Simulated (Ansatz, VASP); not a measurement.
PtS2 in VASP and in Ansatz

```xyz
6
Lattice="3.5415 0.0000 0.0000 -1.7708 3.0671 0.0000 0.0000 0.0000 22.4671" Properties=species:S:1:pos:R:3 pbc="T T T"
S     1.7708    1.0224    4.5000
S     0.0000    2.0447    6.9835
S     0.0000    4.0894   10.4235
S    -1.7708    5.1118   12.9071
Pt    0.0000    0.0000    5.7418
Pt   -1.7708    3.0671   11.6653
```

Alike in both runs: task single point; functional PBE; dispersion D3(BJ); k mesh 9 × 9 × 1; occupations gaussian, width 0.05 eV; no spin polarisation.

|  | VASP | Ansatz |
| --- | --- | --- |
| version | VASP 6.6.1 | Ansatz 0.2.0 |
| potentials or method | VASP PAW PBE potentials, release 64 (S, Pt), cutoff 520 eV | scalar-relativistic, plane waves, PAW |
| valence electrons in the cell | 44 | 60 |

VASP gave:

```
gap on the k mesh at the Fermi level (eV) : 1.49
least direct gap on the mesh (eV)         : 1.61
rms of the force components (eV/Å)        : 0.032
```

Q: What did Ansatz give for the same quantities?

A: gap on the k mesh at the Fermi level (eV): 1.49; least direct gap on the mesh (eV): 1.61; rms of the force components (eV/Å): 0.035.

VASP's potentials hold 44 valence electrons a cell and Ansatz's 60, so a difference there can come from the potentials and not from the codes.

Spin-orbit coupling is off throughout.
